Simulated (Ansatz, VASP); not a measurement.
## One calculation of Ba, two programs

The input POSCAR:

```
Ba
1.0
    4.6166924627      0.0000000000      0.0000000000
   -2.3083462314      3.9981729542      0.0000000000
    0.0000000000      0.0000000000      7.6300190534
Ba
2
Direct
    0.3333333333      0.6666666667      0.2500000000
    0.6666666667      0.3333333333      0.7500000000
```

The input INCAR.step1:

```
PREC = Accurate
ENCUT = 520
ISMEAR = 0
SIGMA = 0.1
LREAL = F
LASPH = T
NELM = 80
NBANDS = 17
GGA = PE
ALGO = Normal
EDIFF = 1E-4
LWAVE = T
LCHARG = F
```

INCAR.step2

```
PREC = Accurate
ENCUT = 520
EDIFF = 1E-7
ISMEAR = 0
SIGMA = 0.1
LREAL = F
LASPH = T
NELM = 80
ALGO = Normal
ISIF = 2
LWAVE = F
LCHARG = F
METAGGA = R2SCAN
LMIXTAU = T
NBANDS = 17
ISTART = 1
```

Contents of KPOINTS:

```
Automatic mesh
0
Gamma
  6 6 4
```

Input for Ansatz:

```yaml
crystal:
  lattice:
    - [4.6166924627, 0.0, 0.0]
    - [-2.3083462314, 3.9981729542, 0.0]
    - [0.0, 0.0, 7.6300190534]
  atoms:
    - { symbol: Ba, position: [0.3333333333, 0.6666666667, 0.25] }
    - { symbol: Ba, position: [0.6666666667, 0.3333333333, 0.75] }
basis:
  ecutwfc: 500
kpoints:
  mp_grid: { grid: [6, 6, 4] }
hamiltonian:
  xc: r2scan
scf:
  occupations: { method: gaussian, width: 0.1 }
output:
  forces: true
  stress: true
  eigenvalues: true
```

Alike in both runs: task single point; functional r2SCAN; k mesh 6 × 6 × 4; occupations gaussian, width 0.1 eV; no spin polarisation.

|  | VASP | Ansatz |
| --- | --- | --- |
| version | VASP 6.6.1 | Ansatz 0.2.0 |
| potentials or method | VASP PAW PBE potentials, release 64 (Ba_sv), cutoff 520 eV | scalar-relativistic, plane waves, PAW |
| valence electrons in the cell | 20 | 20 |

|  | VASP | Ansatz | Ansatz less VASP |
| --- | --- | --- | --- |
| gap on the k mesh at the Fermi level (eV) | none | none | - |
| pressure (GPa) | -0.5 | -0.5 | -0.03 |
| traceless stress, the component that is largest in VASP (GPa) | 0.07 | 0.07 | +0.002 |

VASP's potentials were made for PBE, not for r2SCAN. A gap of «none» marks a metal or a gap that the smearing closes.

Neither program's run includes spin-orbit coupling.
